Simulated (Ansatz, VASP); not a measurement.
TiAl3: VASP beside Ansatz

```
Ti Al
1.0
    -1.92267    1.92267    4.13895
     1.92267   -1.92267    4.13895
     1.92267    1.92267   -4.13895
Ti Al
1 3
Direct
  0.00000 0.00000 0.00000
  0.50000 0.50000 0.00000
  0.75000 0.25000 0.50000
  0.25000 0.75000 0.50000
```

Change from the starting cell: strain +0.000 along x and y, -0.040 along z, atoms carried along.

Alike in both runs: task single point; functional PBE; k mesh 18 × 18 × 18; occupations gaussian, width 0.15 eV; no spin polarisation.

|  | VASP | Ansatz |
| --- | --- | --- |
| version | VASP 6.6.1 | Ansatz 0.2.0 |
| potentials or method | VASP PAW PBE potentials, release 64 (Ti_sv, Al), cutoff 500 eV | scalar-relativistic, plane waves, PAW |
| valence electrons in the cell | 21 | 21 |

Ansatz gave:

- gap on the k mesh at the Fermi level (eV): none
- pressure (GPa): 4.7
- traceless stress, the component that is largest in VASP (GPa): 4.85

Problem. Estimate VASP's values.

Solution. gap on the k mesh at the Fermi level (eV): none; pressure (GPa): 4.6; traceless stress, the component that is largest in VASP (GPa): 4.84.

A gap of «none» marks a metal or a gap that the smearing closes. The functional is the same, so the differences come from potentials, cutoffs and numerics.
